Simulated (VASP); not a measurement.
# Si5PS4Br2 (Amm2) in VASP: single point with PBE+U

Aim: the single point of Si5PS4Br2 with PBE+U.

Program: VASP 6.6.1. These are calculated values, not measurements. Logs are shortened: lines on timing, memory, paths and dates and some standing lists are left out, and cuts for length are marked.

**1. The cell of the first run**

The structure is orthorhombic, space group Amm2 (No. 38). The conventional cell has a = 7.361 Å, b = 11.071 Å, c = 6.217 Å, α = 90.00°, β = 90.00°, γ = 90.00°. Br (site symmetry m) has 5 Si at 2.56 to 3.00 Å within 3.4 Å. Within 3.4 Å of Si (site symmetry 1) lie 3 S at 2.51 to 2.94 Å and 2 Br at 2.56 to 3.00 Å and 3 Si at 3.25 to 3.37 Å. Within 3.3 Å of Si (site symmetry mm2) lie 2 S at 2.53 Å and 2 Br at 2.61 Å. Within 2.7 Å of S (site symmetry m) lie 1 P at 2.06 Å and 2 Si at 2.51 Å. Within 2.7 Å of S (site symmetry m) lie 1 P at 2.05 Å and 3 Si at 2.53 Å. P (site symmetry mm2) has 4 S at 2.05 to 2.06 Å within 2.7 Å.

**2. Single point, PBE+U**

POSCAR

```
Si5PS4Br2
1.0
   -7.3610210000      0.0000000000      0.0000000000
    0.0000000000      0.0000000000      6.2174740000
    0.0000000000      5.5354200000      3.1087370000
Br Si S P
2 5 4 1
Direct
    0.5000000000      0.2900000000      0.6536000000
    0.5000000000      0.9436000000      0.3464000000
    0.7792000000      0.6816700000      0.3820200000
    0.2208000000      0.0636900000      0.6179800000
    0.2208000000      0.6816700000      0.3820200000
    0.7792000000      0.0636900000      0.6179800000
    0.5000000000      0.4020700000      0.0000000000
    0.0000000000      0.1118400000      0.2961200000
    0.0000000000      0.4079600000      0.7038800000
    0.7723000000      0.6499000000      0.0000000000
    0.2277000000      0.6499000000      0.0000000000
    0.0000000000      0.4602000000      0.0000000000
```

INCAR.step1

```
ALGO = Normal
EDIFF = 1E-6
ENCUT = 400
GGA = PE
GGA_COMPAT = F
ISIF = 2
ISMEAR = 0
LASPH = T
LCHARG = T
LDAU = T
LDAUJ = 0 0 0 0
LDAUL = 1 -1 -1 -1
LDAUPRINT = 1
LDAUTYPE = 2
LDAUU = 4.17 0 0 0
LORBIT = 11
LREAL = F
LWAVE = F
NBANDS = 44
NEDOS = 2001
NELM = 200
PREC = Accurate
SIGMA = 0.058
```

KPOINTS.step1

```
k-points
0
Gamma
  5 6 6
```

INCAR.step2

```
ALGO = Normal
EDIFF = 1E-6
ENCUT = 400
GGA = PE
GGA_COMPAT = F
ICHARG = 11
ISIF = 2
ISMEAR = -5
LASPH = T
LCHARG = F
LDAU = T
LDAUJ = 0 0 0 0
LDAUL = 1 -1 -1 -1
LDAUPRINT = 1
LDAUTYPE = 2
LDAUU = 4.17 0 0 0
LORBIT = 11
LREAL = F
LWAVE = F
NEDOS = 2001
NELM = 200
PREC = Accurate
SIGMA = 0.058
```

KPOINTS.step2

```
k-points
0
Gamma
  8 9 9
```

Potentials or basis: VASP PAW PBE potentials, release 64 (Br, Si, S, P).

Command:

```sh
$ cat potpaw_PBE.64/Br/POTCAR potpaw_PBE.64/Si/POTCAR potpaw_PBE.64/S/POTCAR potpaw_PBE.64/P/POTCAR > POTCAR
$ cp INCAR.step1 INCAR
$ cp KPOINTS.step1 KPOINTS
$ mpirun -np 1 vasp_std > vasp.out
$ cp INCAR.step2 INCAR
$ cp KPOINTS.step2 KPOINTS
$ mpirun -np 1 vasp_std > vasp.out
```

OUTCAR:

```text
EDIFF = 1E-6
   ENCUT = 400
   GGA = PE
   ICHARG = 11
   ISIF = 2
   ISMEAR = -5
   LASPH = T
   LORBIT = 11
   LREAL = F
   NELM = 200
   PREC = Accurate

 ion  position               nearest neighbor table
   1  0.500  0.290  0.654-   4 2.56   6 2.56   7 2.61
   2  0.500  0.944  0.346-   3 2.56   5 2.56   7 2.61
   3  0.779  0.682  0.382-   9 2.51  10 2.53   2 2.56   8 2.94
   4  0.221  0.064  0.618-   8 2.51  11 2.53   1 2.56   9 2.94
   5  0.221  0.682  0.382-   9 2.51  11 2.53   2 2.56   8 2.94
   6  0.779  0.064  0.618-   8 2.51  10 2.53   1 2.56   9 2.94
   7  0.500  0.402  0.000-  10 2.53  11 2.53   2 2.61   1 2.61
   8  0.000  0.112  0.296-  12 2.06   6 2.51   4 2.51   3 2.94   5 2.94
   9  0.000  0.408  0.704-  12 2.06   5 2.51   3 2.51   6 2.94   4 2.94
  10  0.772  0.650  0.000-  12 2.05   7 2.53   3 2.53   6 2.53
  11  0.228  0.650  0.000-  12 2.05   7 2.53   5 2.53   4 2.53
  12  0.000  0.460  0.000-  10 2.05  11 2.05   8 2.06   9 2.06

  LATTYP: Found a base centered orthorhombic cell.
 ALAT       =     6.2174740000
 B/A-ratio  =     1.7806009321
 C/A-ratio  =     1.1839246935

  Lattice vectors:

 A1 = (   0.0000000000,  -5.5354200000,   3.1087370000)
 A2 = (   0.0000000000,   5.5354200000,   3.1087370000)
 A3 = (  -7.3610210000,   0.0000000000,   0.0000000000)

Analysis of symmetry for initial positions (statically):
=====================================================================
 Subroutine PRICEL returns:
 Original cell was already a primitive cell.

 Routine SETGRP: Setting up the symmetry group for a
 base centered orthorhombic supercell.

 Subroutine GETGRP returns: Found  4 space group operations
 (whereof  4 operations were pure point group operations)
 out of a pool of  8 trial point group operations.

The static configuration has the point symmetry C_2v.

Analysis of symmetry for dynamics (positions and initial velocities):
=====================================================================
 Subroutine PRICEL returns:
 Original cell was already a primitive cell.

 Routine SETGRP: Setting up the symmetry group for a
 base centered orthorhombic supercell.

 Subroutine GETGRP returns: Found  4 space group operations
 (whereof  4 operations were pure point group operations)
 out of a pool of  8 trial point group operations.

The dynamic configuration has the point symmetry C_2v.

 Subroutine INISYM returns: Found  4 space group operations
 (whereof  4 operations are pure point group operations),
 and found     1 'primitive' translations
[... 147 lines left out ...]
   LHFCALC =     F    Hartree Fock is set to
   AEXX    =    0.0000 exact exchange contribution
   IVDW    =     0    specifies the selected vdW correction
   LEPSILON=     F    determine dielectric tensor
   LRPA    =     F    only Hartree local field effects (RPA)
 non-spin polarized calculation
 Fermi weights with tetrahedron method with Bloechl corrections
  energy-cutoff  :      400.00
  volume of cell :      253.34
 maximum number of plane-waves:      4638

 number of electron      62.9999999 magnetization

 Free energy of the ion-electron system (eV)
  ---------------------------------------------------
  ext. energy  EPLUGINS =         0.00000000
  ---------------------------------------------------
  free energy    TOTEN  =       -37.67741017 eV

  energy without entropy =      -37.67741017  energy(sigma->0) =      -37.67741017

 E-fermi :   6.1472     XC(G=0):  -9.4926

 val. band max:        6.1630675657   @ k =   0.3750   0.0000   0.2222
 cond. band min:       6.1098479698   @ k =   0.5000  -0.3333   0.2222
 fundamental gap:     -0.0532195959
 Fermi energy:         6.1472430905

 k-point     1 :       0.0000    0.0000    0.0000
  band No.  band energies     occupation
      1     -11.5269      2.00000
      2     -11.0571      2.00000
      3     -10.7953      2.00000
      4      -8.8400      2.00000
      5      -8.6312      2.00000
      6      -8.2410      2.00000
[... 973 lines left out ...]
     37       7.4486      0.00000
     38       7.5665      0.00000

 [... further k-points ...]

------------------------ aborting loop because EDIFF is reached ----------------------------------------

  FORCE on cell =-STRESS in cart. coord.  units (eV):
  Direction    XX          YY          ZZ          XY          YZ          ZX
  --------------------------------------------------------------------------------------
  -------------------------------------------------------------------------------------
  Total       15.7006869     11.7510465     11.8324976      0.0000000      0.0000000      0.0000000
  in kB       99.2948267     74.3163742     74.8314901      0.0000000      0.0000000      0.0000000
  external PRESSURE =      82.8142303 kB  Pullay stress =       0.0000000 kB

 VOLUME and BASIS-vectors are now :
 -----------------------------------------------------------------------------
  energy-cutoff  :      400.00
  volume of cell :      253.34
      direct lattice vectors                 reciprocal lattice vectors
    -7.361021000  0.000000000  0.000000000    -0.135850720  0.000000000  0.000000000
     0.000000000  0.000000000  6.217474000     0.000000000 -0.090327383  0.160837022
     0.000000000  5.535420000  3.108737000     0.000000000  0.180654765  0.000000000

 POSITION                                       TOTAL-FORCE (eV/Angst)
 -----------------------------------------------------------------------------------
     -3.68051      3.61795      3.83494        -0.000000      0.299126      0.487870
     -3.68051      1.91747      6.94367        -0.000000     -0.299126      0.487870
     -5.73571      2.11464      5.42587        -1.523861      0.363821     -0.409586
     -1.62531      3.42078      2.31713         1.523861     -0.363821     -0.409586
     -1.62531      2.11464      5.42587         1.523861      0.363821     -0.409586
     -5.73571      3.42078      2.31713        -1.523861     -0.363821     -0.409586
     -3.68051      0.00000      2.49986        -0.000000     -0.000000      0.676808
      0.00000      1.63915      1.61592        -0.000000      0.310363     -0.929259
      0.00000      3.89627      4.72466        -0.000000     -0.310363     -0.929259
     -5.68492      0.00000      4.04074         1.459632      0.000000      1.118767
     -1.67610      0.00000      4.04074        -1.459632     -0.000000      1.118767
      0.00000      0.00000      2.86128        -0.000000     -0.000000     -0.393221
 -----------------------------------------------------------------------------------
    total drift:                                0.000000      0.000001      0.003633

  FREE ENERGIE OF THE ION-ELECTRON SYSTEM (eV)
  ---------------------------------------------------
  free  energy   TOTEN  =       -37.6774101672 eV

  energy  without entropy=      -37.6774101672  energy(sigma->0) =      -37.67741017

 total charge

# of ion       s       p       d       tot
------------------------------------------
    1        1.655   3.165   0.066   4.886
    2        1.655   3.165   0.066   4.886
    3        0.980   0.543   0.000   1.523
    4        0.980   0.543   0.000   1.523
    5        0.980   0.543   0.000   1.523
    6        0.980   0.543   0.000   1.523
    7        1.010   0.514   0.000   1.524
    8        1.389   2.286   0.000   3.675
    9        1.389   2.286   0.000   3.675
   10        1.381   2.310   0.000   3.691
   11        1.381   2.310   0.000   3.691
   12        1.069   1.376   0.000   2.445
--------------------------------------------------
tot         14.849  19.583   0.131  34.564
```

OSZICAR.step1:

```text
N       E                     dE             d eps       ncg     rms          rms(c)
DAV:   1     0.270117123687E+03    0.27012E+03   -0.22164E+04  3432   0.985E+02
DAV:   2    -0.118094069137E+02   -0.28193E+03   -0.26664E+03  4348   0.187E+02
DAV:   3    -0.376170470922E+02   -0.25808E+02   -0.24987E+02  4292   0.575E+01
DAV:   4    -0.383428190874E+02   -0.72577E+00   -0.71750E+00  4504   0.105E+01
DAV:   5    -0.383611585684E+02   -0.18339E-01   -0.18309E-01  4360   0.166E+00    0.325E+01
DAV:   6    -0.377060332275E+02    0.65513E+00   -0.14961E+00  4616   0.530E+00    0.201E+01
DAV:   7    -0.377152874606E+02   -0.92542E-02   -0.89039E-01  4052   0.330E+00    0.328E+00
DAV:   8    -0.376911204254E+02    0.24167E-01   -0.10084E-01  3996   0.140E+00    0.752E-01
DAV:   9    -0.376890244856E+02    0.20959E-02   -0.33528E-02  4216   0.571E-01    0.365E-01
DAV:  10    -0.376890674958E+02   -0.43010E-04   -0.32905E-03  4012   0.234E-01    0.218E-01
DAV:  11    -0.376891552831E+02   -0.87787E-04   -0.44502E-04  4432   0.807E-02    0.993E-02
DAV:  12    -0.376891939893E+02   -0.38706E-04   -0.83331E-05  4072   0.350E-02    0.342E-02
DAV:  13    -0.376892041264E+02   -0.10137E-04   -0.15331E-05  4308   0.154E-02    0.129E-02
DAV:  14    -0.376892057389E+02   -0.16126E-05   -0.12864E-06  2448   0.497E-03    0.558E-03
DAV:  15    -0.376892065915E+02   -0.85254E-06   -0.73583E-07  2192   0.351E-03
   1 F= -.37689207E+02 E0= -.37682331E+02  d E =-.137508E-01
```

Wall time 8 min (1 thread of Intel Xeon Platinum 8488C (Sapphire Rapids), shared host); peak memory 0.75 GiB.

What came out:

* Valence electrons inside the program's atomic spheres: Br 4.89; Si 1.52; S 3.67, 3.69 (each value once); P 2.44

Levels at points of the mesh, in eV from the Fermi level:
```tsv
k point	band 28	band 29	band 30	band 31	band 32	band 33	band 34	band 35	band 36	band 37
(0.00, 0.00, 0.00)	-1.70	-0.57	-0.45	-0.10	0.24	0.31	0.31	0.90	1.16	1.36
(0.50, 0.00, 0.00)	-2.29	-0.86	-0.22	0.07	0.42	0.66	0.69	0.88	1.30	1.34
```

Caveat: an odd number of electrons without spin polarisation forces a metal; a magnetic or distorted state may lie lower; U without spin polarisation on a metal has little footing; tetrahedron occupations give inexact forces and stress in metals.
